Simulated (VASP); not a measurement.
# TaN (P-6m2) in VASP: a series of runs

The runs below take TaN through single point, with LDA+U, PBE0, LDA, revPBE.

All numbers are computed with VASP 6.6.1; they aren't measurements. Logs are shortened: lines on timing, memory, paths and dates and some standing lists are left out, and cuts for length are marked.

### Step 1. The cell of the first run

The structure is hexagonal, space group P-6m2 (No. 187). The conventional cell has a = 2.938 Å, b = 2.938 Å, c = 2.883 Å, α = 90.00°, β = 90.00°, γ = 120.00°. Within 3.0 Å of Ta (site symmetry -6m2) lie 6 N at 2.23 Å and 8 Ta at 2.88 to 2.94 Å. N (site symmetry -6m2) has 6 Ta at 2.23 Å and 8 N at 2.88 to 2.94 Å within 3.0 Å.

### Step 2. Single point, LDA+U

INCAR

```
ALGO = Normal
EDIFF = 1E-6
ENCUT = 1330
GGA_COMPAT = F
ISIF = 2
ISMEAR = -1
LASPH = T
LCHARG = F
LDAU = T
LDAUJ = 0 0
LDAUL = 2 -1
LDAUPRINT = 1
LDAUTYPE = 2
LDAUU = 2 0
LMAXMIX = 4
LREAL = F
LWAVE = F
NBANDS = 16
NELM = 200
PREC = Accurate
SIGMA = 0.05
```

KPOINTS

```
k-points
0
Gamma
  10 10 9
```

POSCAR

```
TaN
1.0
    2.9380000000      0.0000000000      0.0000000000
   -1.4690000000      2.5443826363      0.0000000000
    0.0000000000      0.0000000000      2.8830000000
Ta N
1 1
Direct
    0.0000000000      0.0000000000      0.5000000000
    0.6666666667      0.3333333333      0.0000000000
```

Potentials or basis: VASP PAW LDA potentials, release 64 (Ta_sv_GW, N_h).

Command:

```sh
$ cat potpaw_LDA.64/Ta_sv_GW/POTCAR potpaw_LDA.64/N_h/POTCAR > POTCAR
$ mpirun -np 1 vasp_std > vasp.out
```

OUTCAR:

```text
EDIFF = 1E-6
   ENCUT = 1330
   ISIF = 2
   ISMEAR = -1
   LASPH = T
   LREAL = F
   NELM = 200
   PREC = Accurate

 ion  position               nearest neighbor table
   1  0.000  0.000  0.500-   2 2.23   2 2.23   2 2.23   2 2.23   2 2.23   2 2.23
   2  0.667  0.333  0.000-   1 2.23   1 2.23   1 2.23   1 2.23   1 2.23   1 2.23

  LATTYP: Found a hexagonal cell.
 ALAT       =     2.9380000000
 C/A-ratio  =     0.9812797822

  Lattice vectors:

 A1 = (   2.9380000000,   0.0000000000,   0.0000000000)
 A2 = (  -1.4690000000,   2.5443826363,   0.0000000000)
 A3 = (   0.0000000000,   0.0000000000,   2.8830000000)

Analysis of symmetry for initial positions (statically):
=====================================================================
 Subroutine PRICEL returns:
 Original cell was already a primitive cell.

 Routine SETGRP: Setting up the symmetry group for a
 hexagonal supercell.

 Subroutine GETGRP returns: Found 12 space group operations
 (whereof 12 operations were pure point group operations)
 out of a pool of 24 trial point group operations.

The static configuration has the point symmetry D_3h.

Analysis of symmetry for dynamics (positions and initial velocities):
=====================================================================
 Subroutine PRICEL returns:
 Original cell was already a primitive cell.

 Routine SETGRP: Setting up the symmetry group for a
 hexagonal supercell.

 Subroutine GETGRP returns: Found 12 space group operations
 (whereof 12 operations were pure point group operations)
 out of a pool of 24 trial point group operations.

The dynamic configuration has the point symmetry D_3h.

 Subroutine INISYM returns: Found 12 space group operations
 (whereof 12 operations are pure point group operations),
 and found     1 'primitive' translations

----------------------------------------------------------------------------------------
[... 142 lines left out ...]
  0.0000  0.1833 -0.0000  0.0000 -0.0000
  0.0000 -0.0000  0.3049 -0.0000 -0.0000
  0.0000  0.0000 -0.0000  0.1833  0.0000
 -0.0000 -0.0000 -0.0000  0.0000  0.2606

spin component  2

  0.2606  0.0000  0.0000  0.0000 -0.0000
  0.0000  0.1833 -0.0000  0.0000 -0.0000
  0.0000 -0.0000  0.3049 -0.0000 -0.0000
  0.0000  0.0000 -0.0000  0.1833  0.0000
 -0.0000 -0.0000 -0.0000  0.0000  0.2606

 occupancies and eigenvectors

  o =  0.1833  v =  0.0000 -1.0000 -0.0000 -0.0000  0.0000  0.0000  0.0000  0.0000  0.0000  0.0000      0.0000  0.0000  0.0000  0.0000  0.0000  0.0000  0.0000  0.0000  0.0000  0.0000
  o =  0.1833  v =  0.0000  0.0000  0.0000  0.0000  0.0000  0.0000 -1.0000 -0.0000 -0.0000  0.0000      0.0000  0.0000  0.0000  0.0000  0.0000  0.0000  0.0000  0.0000  0.0000  0.0000
  o =  0.1833  v =  0.0000  0.0000 -0.0000 -1.0000 -0.0000  0.0000  0.0000  0.0000  0.0000  0.0000      0.0000  0.0000  0.0000  0.0000  0.0000  0.0000  0.0000  0.0000  0.0000  0.0000
  o =  0.1833  v =  0.0000  0.0000  0.0000  0.0000  0.0000  0.0000  0.0000 -0.0000 -1.0000 -0.0000      0.0000  0.0000  0.0000  0.0000  0.0000  0.0000  0.0000  0.0000  0.0000  0.0000
  o =  0.2606  v =  0.0000 -0.0000 -0.0000  0.0000 -1.0000  0.0000  0.0000  0.0000  0.0000  0.0000      0.0000  0.0000  0.0000  0.0000  0.0000  0.0000  0.0000  0.0000  0.0000  0.0000
  o =  0.2606  v =  0.0000  0.0000  0.0000  0.0000  0.0000  1.0000  0.0000  0.0000  0.0000  0.0000      0.0000  0.0000  0.0000  0.0000  0.0000  0.0000  0.0000  0.0000  0.0000  0.0000
  o =  0.2606  v =  0.0000  0.0000  0.0000  0.0000  0.0000  0.0000 -0.0000 -0.0000  0.0000 -1.0000      0.0000  0.0000  0.0000  0.0000  0.0000  0.0000  0.0000  0.0000  0.0000  0.0000
  o =  0.2606  v =  1.0000  0.0000  0.0000  0.0000  0.0000  0.0000  0.0000  0.0000  0.0000  0.0000      0.0000  0.0000  0.0000  0.0000  0.0000  0.0000  0.0000  0.0000  0.0000  0.0000
  o =  0.3049  v =  0.0000  0.0000 -1.0000  0.0000  0.0000  0.0000  0.0000  0.0000  0.0000  0.0000      0.0000  0.0000  0.0000  0.0000  0.0000  0.0000  0.0000  0.0000  0.0000  0.0000
  o =  0.3049  v =  0.0000  0.0000  0.0000  0.0000  0.0000  0.0000  0.0000 -1.0000  0.0000  0.0000      0.0000  0.0000  0.0000  0.0000  0.0000  0.0000  0.0000  0.0000  0.0000  0.0000

 number of electron      18.0000000 magnetization

 Free energy of the ion-electron system (eV)
  ---------------------------------------------------
  ext. energy  EPLUGINS =         0.00000000
  ---------------------------------------------------
  free energy    TOTEN  =       -25.39460328 eV

  energy without entropy =      -25.39430698  energy(sigma->0) =      -25.39445513

 E-fermi :  12.8055     XC(G=0): -13.9960

 val. band max:       12.6787661574   @ k =   0.0000   0.0000   0.4444
 cond. band min:      12.9847171295   @ k =   0.0000   0.0000   0.3333
 fundamental gap:      0.3059509721
 Fermi energy:        12.8054778907

 k-point     1 :       0.0000    0.0000    0.0000
  band No.  band energies     occupation
      1     -55.7996      2.00000
      2     -22.3055      2.00000
      3     -22.0477      2.00000
      4     -22.0477      2.00000
      5      -4.9611      2.00000
      6       8.1257      2.00000
[... 433 lines left out ...]
      3     -22.3304      2.00000
      4     -22.2607      2.00000
      5      -2.5875      2.00000
      6       4.5811      2.00000
[... 8 lines left out ...]
     15      24.3175      0.00000
     16      28.1435      0.00000

 [... further k-points ...]

------------------------ aborting loop because EDIFF is reached ----------------------------------------

  FORCE on cell =-STRESS in cart. coord.  units (eV):
  Direction    XX          YY          ZZ          XY          YZ          ZX
  --------------------------------------------------------------------------------------
  -------------------------------------------------------------------------------------
  Total       -0.5146506     -0.5146506     -0.6128384      0.0000000      0.0000000      0.0000000
  in kB      -38.2599341    -38.2599341    -45.5593709      0.0000000      0.0000000      0.0000000
  external PRESSURE =     -40.6930797 kB  Pullay stress =       0.0000000 kB

 VOLUME and BASIS-vectors are now :
 -----------------------------------------------------------------------------
  energy-cutoff  :     1330.00
  volume of cell :       21.55
      direct lattice vectors                 reciprocal lattice vectors
     2.938000000  0.000000000  0.000000000     0.340367597  0.196511324  0.000000000
    -1.469000000  2.544382636  0.000000000     0.000000000  0.393022648  0.000000000
     0.000000000  0.000000000  2.883000000     0.000000000  0.000000000  0.346860909

 POSITION                                       TOTAL-FORCE (eV/Angst)
 -----------------------------------------------------------------------------------
      0.00000      0.00000      1.44150         0.000000      0.000000      0.000000
      1.46900      0.84813      0.00000        -0.000000      0.000000      0.000000
 -----------------------------------------------------------------------------------
    total drift:                               -0.000000      0.000000      0.000000

  FREE ENERGIE OF THE ION-ELECTRON SYSTEM (eV)
  ---------------------------------------------------
  free  energy   TOTEN  =       -25.3946032817 eV

  energy  without entropy=      -25.3943069791  energy(sigma->0) =      -25.39445513
```

Wall time 74 s (1 thread of Intel Xeon Platinum 8259CL at 2.50GHz (Skylake/Cascade Lake), shared host); peak memory 0.27 GiB.

What came out:

| Quantity | Value |
| --- | --- |
| Free energy | -25.3946 eV |
| Pressure | -4.1 GPa |
| Band gap on the k mesh | zero (bands 9 and 10 overlap by 0.31 eV) |

Eigenvalues of the final occupation matrices:
```csv
site,spin,trace,eigenvalues
site 1 d,1,1.19,0.18 0.18 0.26 0.26 0.30
site 1 d,2,1.19,0.18 0.18 0.26 0.26 0.30
```

Caveat: the cell stands under tension; spin-orbit coupling is left out, which moves the levels of the heavy elements; U without spin polarisation on a metal has little footing.

### Step 3. Single point, PBE0

This run uses another cell than the first one, of 10.68 Å³/atom.

POSCAR

```
TaN
1.0
    2.9295429915      0.0000000000      0.0000000000
   -1.4647714958      2.5370586522      0.0000000000
    0.0000000000      0.0000000000      2.8732894479
Ta N
1 1
Direct
    0.0000000000      0.0000000000      0.5000000000
    0.6666666667      0.3333333333      0.0000000000
```

INCAR.step1

```
SYSTEM = TaN
PREC = Accurate ; ENCUT = 640
EDIFF = 1E-5 ; ISMEAR = -1
SIGMA = 0.05 ; LREAL = .FALSE.
LASPH = .TRUE. ; NELM = 300
ALGO = All ; ISIF = 2
LWAVE = .TRUE. ; LCHARG = .FALSE.
GGA = PE ; NBANDS = 15
GGA_COMPAT = .FALSE. ; ISEARCH = 1
KPAR = 4
```

INCAR.step2

```
SYSTEM = TaN
PREC = Accurate ; ENCUT = 640
EDIFF = 1E-6 ; ISMEAR = -1
SIGMA = 0.05 ; LREAL = .FALSE.
LASPH = .TRUE. ; NELM = 300
ALGO = All ; ISIF = 2
LWAVE = .FALSE. ; LCHARG = .FALSE.
GGA = PE ; LHFCALC = .TRUE.
AEXX = 0.25 ; PRECFOCK = Normal
ISTART = 1 ; NBANDS = 15
GGA_COMPAT = .FALSE. ; ISEARCH = 1
KPAR = 4
```

KPOINTS

```
regular mesh
0
G
  5 5 5
  0 0 0
```

Potentials or basis: VASP PAW PBE potentials, release 64 (Ta_pv, N).

Command:

```sh
$ cat potpaw_PBE.64/Ta_pv/POTCAR potpaw_PBE.64/N/POTCAR > POTCAR
$ cp INCAR.step1 INCAR
$ mpirun -np 4 vasp_std > vasp.out
$ cp INCAR.step2 INCAR
$ mpirun -np 4 vasp_std > vasp.out
```

Wall time 12 min (4 MPI ranks of Intel Xeon Platinum 8259CL at 2.50GHz (Skylake/Cascade Lake), shared host); peak memory 0.16 GiB.

It converged, with:

| Property | Result |
| --- | --- |
| Free energy | -28.1694 eV |
| Pressure | -0.9 GPa |
| Band gap on the k mesh | zero (filled and empty bands touch) |

Levels at points of the mesh, in eV from the Fermi level:
| k point | band 5 | band 6 | band 7 | band 8 | band 9 | band 10 | band 11 | band 12 |
| --- | --- | --- | --- | --- | --- | --- | --- | --- |
| (0.00, 0.00, 0.00) | -6.04 | -6.04 | -5.58 | -4.23 | 3.00 | 4.49 | 4.49 | 5.04 |

Caveat: the k points lie up to 0.50 Å⁻¹ apart; the PAW data sets were made with another functional, which shifts forces and pressure a little; spin-orbit coupling is left out, which moves the levels of the heavy elements.

### Step 4. Single point, PBE0

This run uses another cell than the first one, of 10.13 Å³/atom.

POSCAR

```
TaN
1.0
    2.8780239874      0.0000000000      0.0000000000
   -1.4390119937      2.4924418858      0.0000000000
    0.0000000000      0.0000000000      2.8241467514
Ta N
1 1
Direct
    0.0000000000      0.0000000000      0.5000000000
    0.6666666667      0.3333333333      0.0000000000
```

INCAR.step1

```
SYSTEM = TaN
PREC = Accurate
ENCUT = 520
EDIFF = 1E-5
ISMEAR = -1
SIGMA = 0.05
LREAL = .FALSE.
LASPH = .TRUE.
NELM = 120
ALGO = Normal
ISIF = 2
LWAVE = .TRUE.
LCHARG = .FALSE.
NBANDS = 16
GGA = PE
GGA_COMPAT = .FALSE.
```

INCAR.step2

```
SYSTEM = TaN
PREC = Accurate
ENCUT = 520
EDIFF = 1E-6
ISMEAR = -1
SIGMA = 0.05
LREAL = .FALSE.
LASPH = .TRUE.
NELM = 120
ALGO = Normal
ISIF = 2
LWAVE = .FALSE.
LCHARG = .FALSE.
GGA = PE
LHFCALC = .TRUE.
AEXX = 0.25
PRECFOCK = Normal
NBANDS = 16
ISTART = 1
GGA_COMPAT = .FALSE.
```

KPOINTS

```
regular mesh
0
G
  6 6 6
  0 0 0
```

Potentials or basis: VASP PAW PBE potentials, release 64 (Ta_sv_GW, N).

Command:

```sh
$ cat potpaw_PBE.64/Ta_sv_GW/POTCAR potpaw_PBE.64/N/POTCAR > POTCAR
$ cp INCAR.step1 INCAR
$ mpirun -np 1 vasp_std > vasp.out
$ cp INCAR.step2 INCAR
$ mpirun -np 1 vasp_std > vasp.out
```

Wall time 42 min (1 thread of AMD EPYC 7R13 (Zen 3), shared host); peak memory 0.13 GiB.

It converged, with:

- Free energy: -30.2319 eV
- Pressure: 19.5 GPa
- Band gap on the k mesh: zero (bands 9 and 10 overlap by 0.86 eV)

Stress tensor (GPa, compression positive):
```
18.45  0.00  0.00
 0.00 18.45  0.00
 0.00  0.00 21.45
```

Levels at points of the mesh, in eV from the Fermi level:
```csv
k point,band 7,band 8,band 9,band 10,band 11,band 12
"(0.00, 0.00, 0.00)",-6.69,-6.21,-4.69,2.95,4.34,4.34
"(0.50, 0.00, 0.00)",-7.39,-5.34,-5.03,3.76,4.88,6.22
"(0.00, 0.00, 0.50)",-5.69,-5.69,-0.81,-0.81,2.62,3.97
"(0.50, 0.00, 0.50)",-8.47,-8.01,-1.65,5.17,6.38,7.14
```

Caveat: the k points lie up to 0.42 Å⁻¹ apart, too coarse for converged energies and pressures of a metal; the PAW data sets were made with another functional, which shifts forces and pressure a little; spin-orbit coupling is left out, which moves the levels of the heavy elements.

(Part 1 of 2 ends here.)

The gap in the log of VASP goes by the Fermi energy; the results here count the filled bands.